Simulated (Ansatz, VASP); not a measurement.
# Two plane-wave programs on LaSc

```
CELL_PARAMETERS angstrom
3.98713 0.00000 0.00000
0.00000 3.98713 0.00000
0.00000 0.00000 3.98713
ATOMIC_POSITIONS crystal
La 0.00000 0.00000 0.00000
Sc 0.50000 0.50000 0.50000
```

Alike in both runs: task single point; functional PBE; k mesh 14 × 14 × 14; occupations gaussian, width 0.1 eV; no spin polarisation.

|  | VASP | Ansatz |
| --- | --- | --- |
| version | VASP 6.6.1 | Ansatz 0.2.0 |
| potentials or method | VASP PAW PBE potentials, release 64 (La, Sc_sv), cutoff 520 eV | scalar-relativistic, plane waves, PAW |
| valence electrons in the cell | 22 | 22 |

|  | VASP | Ansatz | Ansatz less VASP |
| --- | --- | --- | --- |
| gap on the k mesh at the Fermi level (eV) | none | none | - |
| pressure (GPa) | -1.0 | -1.0 | -0.06 |

A gap of «none» marks a metal or a gap that the smearing closes.

Neither program's run includes spin-orbit coupling.
